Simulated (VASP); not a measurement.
A run of VASP 6.6.1 is set up as follows.

The input INCAR:

```
PREC = Accurate
ENCUT = 600
EDIFF = 1E-6
ISMEAR = -1
SIGMA = 0.02
LREAL = False
LASPH = True
NELM = 120
ALGO = Normal
ISIF = 2
LWAVE = False
LCHARG = False
GGA = PE
NBANDS = 11
GGA_COMPAT = False
```

The input KPOINTS:

```
Automatic mesh
0
Gamma
  8 8 8
```

POSCAR

```
BN
1.0
    2.3148041859      0.0000000000      0.0000000000
    0.0000000000      2.3148041859      0.0000000000
    0.0000000000      0.0000000000      2.3148041859
B N
1 1
Direct
    0.0000000000      0.0000000000      0.0000000000
    0.5000000000      0.5000000000      0.5000000000
```

Potentials or basis: VASP PAW PBE potentials, release 64 (B, N).

Command:

```sh
$ cat potpaw_PBE.64/B/POTCAR potpaw_PBE.64/N/POTCAR > POTCAR
$ mpirun -np 1 vasp_std > vasp.out
```

Task: What does it give for the band gap on the k mesh?

Result: Zero (band 4 reaches 9.94 eV, above the bottom of band 5 at 7.18 eV).

Task: Predict the pressure.

Result: 1.3 GPa.
